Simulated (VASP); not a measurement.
Input of a VASP 6.6.1 run:

Contents of INCAR:

```
SYSTEM = PbSe
  PREC = Accurate
  ENCUT = 500
  EDIFF = 1E-7
  ISMEAR = 0
  SIGMA = 0.01
  LREAL = .FALSE.
  LASPH = .TRUE.
  NELM = 120
  ALGO = Normal
  ISIF = 3
  LWAVE = .FALSE.
  LCHARG = .FALSE.
  IBRION = 2
  NSW = 100
  EDIFFG = -0.002
  GGA_COMPAT = .FALSE.
  NELMIN = 4
```

The input KPOINTS:

```
regular mesh
0
G
  10 10 10
  0 0 0
```

Contents of POSCAR:

```
PbSe
1.0
    0.0000000000      3.0606500000      3.0606500000
    3.0606500000      0.0000000000      3.0606500000
    3.0606500000      3.0606500000      0.0000000000
Pb Se
1 1
Direct
    0.0000000000      0.0000000000      0.0000000000
    0.5000000000      0.5000000000      0.5000000000
```

Potentials or basis: VASP PAW LDA potentials, release 64 (Pb_d, Se).

The run is started by

```bash
$ cat potpaw_LDA.64/Pb_d/POTCAR potpaw_LDA.64/Se/POTCAR > POTCAR
$ mpirun -np 1 vasp_std > vasp.out
```

Question: Estimate the relaxed cell.

Answer: a = 4.276 Å, b = 4.276 Å, c = 4.276 Å, α = 60.00°, β = 60.00°, γ = 60.00°.

Question: Estimate the relaxed volume.

Answer: 27.63 Å³/atom.

Step by step:
```
step  energy change (eV)  largest force (eV/Å)  pressure (GPa)  volume (Å³)
   1              0.0000                0.0000           -1.99        57.34
   2             -0.0112                0.0000            0.82        54.44
   3             -0.0133                0.0000            0.02        55.24
   4             -0.0133                0.0000           -0.02        55.28
   5             -0.0133                0.0000           -0.02        55.28
   6             -0.0133                0.0000           -0.02        55.28
   7             -0.0133                0.0000           -0.02        55.28
   8             -0.0133                0.0000           -0.02        55.28
   9             -0.0133                0.0000           -0.02        55.28
  10             -0.0133                0.0000           -0.02        55.28
  11             -0.0133                0.0000           -0.02        55.28
  12             -0.0133                0.0000           -0.02        55.28
  13             -0.0133                0.0000           -0.02        55.28
  14             -0.0133                0.0000           -0.02        55.28
  15             -0.0133                0.0000           -0.02        55.28
  16             -0.0133                0.0000           -0.02        55.27
  17             -0.0133                0.0000           -0.01        55.26
```

 Zero-point motion and thermal expansion aren't in these numbers.
